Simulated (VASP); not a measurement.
**Mg: single point with LDA**

The system is Mg.

```
CELL_PARAMETERS angstrom
3.14273 0.00000 0.00000
-1.57136 2.72168 0.00000
0.00000 0.00000 5.06271
ATOMIC_POSITIONS crystal
Mg 0.33333 0.66667 0.25000
Mg 0.66667 0.33333 0.75000
```

```yaml
Program: VASP 6.6.1
Task: single point
Functional: LDA
Potentials_or_basis: VASP PAW LDA potentials, release 64 (Mg)
Cutoff: 520 eV
k_mesh: 12 × 12 × 6
Occupations: fermi-dirac, width 0.15 eV
Spin: no spin polarisation
Dipole_correction: no
Further_INCAR_settings: ALGO = Normal; EDIFF = 1e-06; NBANDS = 9
```

| Property | Result |
| --- | --- |
| Pressure | -0.3 GPa |
| Band gap on the k mesh | zero (band 2 reaches 3.78 eV, above the bottom of band 3 at 1.58 eV) |

Levels at points of the mesh, in eV from the Fermi level:
```csv
k point,band 1,band 2,band 3,band 4,band 5,band 6,band 7
"(0.00, 0.00, 0.00)",-7.15,-1.68,-1.18,11.17,11.17,11.32,11.32
"(0.50, 0.00, 0.00)",-2.22,-2.20,2.77,3.13,3.48,3.87,7.06
"(0.00, 0.00, 0.50)",-5.69,-5.69,5.33,5.33,11.93,11.93,11.93
"(0.50, 0.00, 0.50)",-1.13,-1.13,-0.44,-0.44,8.27,8.27,8.27
```

It took 6.2 s on 1 thread of Intel(R) Xeon(R) 6975P-C (Granite Rapids), on a shared host, peak memory 0.15 GiB.
